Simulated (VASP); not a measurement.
# W (Im-3m) in VASP: notebook

The runs below take W through single point, with revPBE+D3(BJ).

Everything below comes from runs of VASP 6.6.1. Logs are shortened: lines on timing, memory, paths and dates and some standing lists are left out, and cuts for length are marked.

## Step 1: The cell of the first run

It takes space group Im-3m (No. 229, cubic). The conventional cell has a = 3.150 Å, b = 3.150 Å, c = 3.150 Å, α = 90.00°, β = 90.00°, γ = 90.00°. W (site symmetry m-3m) has 14 W at 2.73 to 3.15 Å within 3.6 Å.

## Step 2: Single point, revPBE+D3(BJ)

File INCAR:

```
SYSTEM = W
ALGO = Normal ; EDIFF = 1E-6
ENCUT = 500 ; GGA = RE
GGA_COMPAT = .False. ; ISIF = 2
ISMEAR = 0 ; IVDW = 12
LASPH = .True. ; LCHARG = .False.
LREAL = .False. ; LWAVE = .False.
NBANDS = 13 ; NELM = 120
PREC = Accurate ; SIGMA = 0.1
```

File KPOINTS:

```
k-points
0
Gamma
  8 8 8
  0 0 0
```

File POSCAR:

```
W
1.0
   -1.5750000000      1.5750000000      1.5750000000
    1.5750000000     -1.5750000000      1.5750000000
    1.5750000000      1.5750000000     -1.5750000000
W
1
Direct
    0.0000000000      0.0000000000      0.0000000000
```

Potentials or basis: VASP PAW PBE potentials, release 64 (W_sv).

The run is started by

```sh
$ cat potpaw_PBE.64/W_sv/POTCAR > POTCAR
$ mpirun -np 1 vasp_std > vasp.out
```

OUTCAR:

```text
SYSTEM = W
   EDIFF = 1E-6
   ENCUT = 500
   GGA = RE
   ISIF = 2
   ISMEAR = 0
   IVDW = 12
   LASPH = .True.
   LREAL = .False.
   NELM = 120
   PREC = Accurate
 IVDW          = 12

 ion  position               nearest neighbor table
   1  0.000  0.000  0.000-

  LATTYP: Found a body centered cubic cell.
 ALAT       =     3.1500000000

  Lattice vectors:

 A1 = (  -1.5750000000,   1.5750000000,   1.5750000000)
 A2 = (   1.5750000000,  -1.5750000000,   1.5750000000)
 A3 = (   1.5750000000,   1.5750000000,  -1.5750000000)

Analysis of symmetry for initial positions (statically):
=====================================================================
 Subroutine PRICEL returns:
 Original cell was already a primitive cell.

 Routine SETGRP: Setting up the symmetry group for a
 body centered cubic supercell.

 Subroutine GETGRP returns: Found 48 space group operations
 (whereof 48 operations were pure point group operations)
 out of a pool of 48 trial point group operations.

The static configuration has the point symmetry O_h .

Analysis of symmetry for dynamics (positions and initial velocities):
=====================================================================
 Subroutine PRICEL returns:
 Original cell was already a primitive cell.

 Routine SETGRP: Setting up the symmetry group for a
 body centered cubic supercell.

 Subroutine GETGRP returns: Found 48 space group operations
 (whereof 48 operations were pure point group operations)
 out of a pool of 48 trial point group operations.

The dynamic configuration has the point symmetry O_h .

 Subroutine INISYM returns: Found 48 space group operations
 (whereof 48 operations are pure point group operations),
 and found     1 'primitive' translations

----------------------------------------------------------------------------------------

                                     Primitive cell

  volume of cell :      15.6279

  direct lattice vectors                    reciprocal lattice vectors
    -1.575000000  1.575000000  1.575000000     0.000000000  0.317460317  0.317460317
     1.575000000 -1.575000000  1.575000000     0.317460317  0.000000000  0.317460317
     1.575000000  1.575000000 -1.575000000     0.317460317  0.317460317  0.000000000

  length of vectors
     2.727980022  2.727980022  2.727980022     0.448956686  0.448956686  0.448956686

[... 83 lines left out ...]
   NFREE  =      0    steps in history (QN), initial steepest desc. (CG)
   ISIF   =      2    stress and relaxation
   ISYM   =      2    0-nonsym 1-usesym 2-fastsym
   POTIM  = 0.5000    time-step for ionic-motion
   TEBEG  =    0.0;   TEEND  =   0.0 temperature during run
   PSTRESS=    0.0 pullay stress
   NELECT =      14.0000    total number of electrons
   NUPDOWN=      -1.0000    fix difference up-down
   EMIN   =  10.00;   EMAX   =-10.00  energy-range for DOS
   EFERMI =   0.00;   METHOD = LEGACY
   ISMEAR =     0;   SIGMA  =   0.10  broadening in eV -4-tet -1-fermi 0-gaus
   EFERMI_NEDOS =   21; number of points for ismear=-14 and -15
   IALGO  =     38    algorithm
   IMIX   =      4    mixing-type and parameters
     AMIX     =   0.40;   BMIX     =  1.00
     AMIX_MAG =   1.60;   BMIX_MAG =  1.00
  volume/ion in A,a.u.               =      15.63       105.46
  Fermi-wavevector in a.u.,A,eV,Ry     =   1.578157  2.982285 33.886404  2.490580
  Thomas-Fermi vector in A             =   2.678731
   LORBIT       =      0    0 simple, 1 ext, 2 COOP (PROOUT), +10 PAW based schemes
   GGA     = RE    functional components
   LHFCALC =     F    Hartree Fock is set to
   AEXX    =    0.0000 exact exchange contribution
   IVDW    =    12    specifies the selected vdW correction
   LEPSILON=     F    determine dielectric tensor
   LRPA    =     F    only Hartree local field effects (RPA)
 non-spin polarized calculation
 Gauss-broadening in eV      SIGMA  =   0.10
  energy-cutoff  :      500.00
  volume of cell :       15.63
 maximum number of plane-waves:       420
   NGX =  9   NGY =  9   NGZ =  9

 number of electron      14.0000005 magnetization

 Free energy of the ion-electron system (eV)
  ---------------------------------------------------
  ext. energy  EPLUGINS =         0.00000000
  ---------------------------------------------------
  free energy    TOTEN  =       -12.48570145 eV

  energy without entropy =      -12.48570024  energy(sigma->0) =      -12.48570084

 E-fermi :  11.4874     XC(G=0): -13.6844

 val. band max:       11.2019901163   @ k =   0.1250   0.0000   0.0000
 cond. band min:      11.7771732084   @ k =  -0.2500   0.2500   0.1250
 fundamental gap:      0.5751830920
 Fermi energy:        11.4873676978

 k-point     1 :       0.0000    0.0000    0.0000
  band No.  band energies     occupation
      1     -62.4710      2.00000
      2     -26.0091      2.00000
      3     -26.0091      2.00000
      4     -26.0091      2.00000
      5       1.9948      2.00000
      6      10.4656      2.00000
      7      10.4657      2.00000
      8      10.4657      2.00000
      9      14.0230      0.00000
     10      14.0230      0.00000
     11      26.2371      0.00000
     12      26.2371      0.00000
     13      26.2371      0.00000
[... 354 lines left out ...]
  band No.  band energies     occupation
      1     -62.2939      2.00000
      2     -27.0153      2.00000
      3     -26.6370      2.00000
      4     -26.5124      2.00000
      5       7.1027      2.00000
      6       7.8201      2.00000
      7      11.1748      1.99999
      8      11.9882      0.00000
      9      15.5145      0.00000
     10      16.2089      0.00000
     11      25.6134      0.00000
     12      28.1386      0.00000
     13      29.2365      0.00000

 [... further k-points ...]

------------------------ aborting loop because EDIFF is reached ----------------------------------------

 Edisp (eV)   -1.26851

 E8    (eV) :    -0.9505

  FORCE on cell =-STRESS in cart. coord.  units (eV):
  Direction    XX          YY          ZZ          XY          YZ          ZX
  --------------------------------------------------------------------------------------
  -------------------------------------------------------------------------------------
  Total       0.08226     0.08226     0.08226    -0.00000    -0.00000     0.00000
  in kB       8.43303     8.43303     8.43303    -0.00000    -0.00000     0.00000
  external pressure =        8.43 kB  Pullay stress =        0.00 kB

 VOLUME and BASIS-vectors are now :
 -----------------------------------------------------------------------------
  energy-cutoff  :      500.00
  volume of cell :       15.63
      direct lattice vectors                 reciprocal lattice vectors
    -1.575000000  1.575000000  1.575000000     0.000000000  0.317460317  0.317460317
     1.575000000 -1.575000000  1.575000000     0.317460317  0.000000000  0.317460317
     1.575000000  1.575000000 -1.575000000     0.317460317  0.317460317  0.000000000

 POSITION                                       TOTAL-FORCE (eV/Angst)
 -----------------------------------------------------------------------------------
      0.00000      0.00000      0.00000         0.000000     -0.000000      0.000000
 -----------------------------------------------------------------------------------
    total drift:                                0.000000     -0.000000      0.000000

  FREE ENERGIE OF THE ION-ELECTRON SYSTEM (eV)
  ---------------------------------------------------
  free  energy   TOTEN  =       -13.7542115628 eV

  energy  without entropy=      -13.7542103500  energy(sigma->0) =      -13.75421096
```

OSZICAR:

```text
N       E                     dE             d eps       ncg     rms          rms(c)
DAV:   1     0.803285314222E+02    0.80329E+02   -0.72958E+03   754   0.121E+03
DAV:   2    -0.115959903714E+02   -0.91925E+02   -0.88326E+02   834   0.311E+02
DAV:   3    -0.130488815963E+02   -0.14529E+01   -0.14499E+01   809   0.380E+01
DAV:   4    -0.130548454377E+02   -0.59638E-02   -0.59637E-02   849   0.267E+00
DAV:   5    -0.130548928136E+02   -0.47376E-04   -0.47377E-04   824   0.225E-01    0.212E+01
DAV:   6    -0.126126978876E+02    0.44219E+00   -0.36891E-01   789   0.827E+00    0.876E+00
DAV:   7    -0.124893953253E+02    0.12330E+00   -0.21315E-01   829   0.600E+00    0.651E-01
DAV:   8    -0.124856933919E+02    0.37019E-02   -0.43109E-03   774   0.838E-01    0.694E-02
DAV:   9    -0.124857092930E+02   -0.15901E-04   -0.72246E-05   829   0.108E-01    0.542E-02
DAV:  10    -0.124857007790E+02    0.85140E-05   -0.18001E-05   819   0.601E-02    0.491E-03
DAV:  11    -0.124857014506E+02   -0.67164E-06   -0.29946E-07   542   0.663E-03
   1 F= -.13754212E+02 E0= -.13754211E+02  d E =-.121286E-05
```

stdout:

```text
POSCAR found type information on POSCAR W
 POSCAR found :  1 types and       1 ions
 scaLAPACK will be used
 -----------------------------------------------------------------------------
|                                                                             |
|                                                                             |
|     You enforced a specific xc type in the INCAR file but a different       |
|     I HOPE YOU KNOW WHAT YOU ARE DOING!                                     |
|                                                                             |
 -----------------------------------------------------------------------------

 LDA part: xc-table for (Slater+PW92), standard interpolation
 POSCAR, INCAR and KPOINTS ok, starting setup
 FFT: planning ... GRIDC
 FFT: planning ... GRID_SOFT
 FFT: planning ... GRID
 WAVECAR not read
 entering main loop
```

Run time: 4.2 s. Hardware: 1 thread of Intel Xeon Platinum 8488C (Sapphire Rapids), shared host; peak memory 0.13 GiB.

Results:

```
Free energy                : -13.7542 eV
Pressure                   : 0.8 GPa
Band gap on the k mesh     : zero (bands 7 and 8 overlap by 6.52 eV)
Dispersion energy per atom : -1.269 eV
```

Levels at points of the mesh, in eV from the Fermi level:
```tsv
k point	band 4	band 5	band 6	band 7	band 8	band 9	band 10	band 11
(0.00, 0.00, 0.00)	-37.50	-9.49	-1.02	-1.02	-1.02	2.54	2.54	14.75
(0.50, 0.00, 0.00)	-37.50	-6.14	-3.41	0.93	2.44	3.44	6.51	11.56
(0.50, 0.50, 0.50)	-38.44	-5.72	-5.72	5.50	5.50	5.50	8.57	8.57
```

Caveat: the PAW data sets were made with another functional, which shifts forces and pressure a little; spin-orbit coupling is left out, which moves the levels of the heavy elements.

## Step 3: Single point, revPBE+D3(BJ)

File INCAR:

```
PREC = Accurate
ENCUT = 500
EDIFF = 1E-6
ISMEAR = 0
SIGMA = 0.1
LREAL = False
LASPH = True
NELM = 120
ALGO = Normal
ISIF = 2
LWAVE = False
LCHARG = False
GGA = RE
IVDW = 12
NBANDS = 13
GGA_COMPAT = False
```

File KPOINTS:

```
regular mesh
0
Gamma
  18 18 18
```

File POSCAR:

```
W
1.0
   -1.5747140757      1.5747140757      1.5747140757
    1.5747140757     -1.5747140757      1.5747140757
    1.5747140757      1.5747140757     -1.5747140757
W
1
Direct
    0.0000000000      0.0000000000      0.0000000000
```

Potentials or basis: VASP PAW PBE potentials, release 64 (W_sv).

The run is started by

```sh
$ cat potpaw_PBE.64/W_sv/POTCAR > POTCAR
$ mpirun -np 1 vasp_std > vasp.out
```

It took 18 s on 1 thread of Intel Xeon Platinum 8488C (Sapphire Rapids), shared host; peak memory 0.16 GiB.

Results (log left out):

| Item | Value |
| --- | --- |
| Free energy | -13.7503 eV |
| Pressure | 0.6 GPa |
| Band gap on the k mesh | zero (bands 7 and 8 overlap by 6.52 eV) |
| Dispersion energy per atom | -1.269 eV |

Levels at points of the mesh, in eV from the Fermi level:
| k point | band 3 | band 4 | band 5 | band 6 | band 7 | band 8 | band 9 | band 10 | band 11 | band 12 |
| --- | --- | --- | --- | --- | --- | --- | --- | --- | --- | --- |
| (0.00, 0.00, 0.00) | -37.72 | -37.72 | -9.72 | -1.24 | -1.24 | -1.24 | 2.32 | 2.32 | 14.53 | 14.53 |
| (0.50, 0.00, 0.00) | -38.15 | -37.72 | -6.37 | -3.63 | 0.71 | 2.22 | 3.22 | 6.29 | 11.34 | 11.51 |
| (0.50, 0.50, 0.50) | -38.66 | -38.66 | -5.95 | -5.95 | 5.28 | 5.28 | 5.28 | 8.36 | 8.36 | 8.36 |

Caveat: the PAW data sets were made with another functional, which shifts forces and pressure a little; spin-orbit coupling is left out, which moves the levels of the heavy elements.
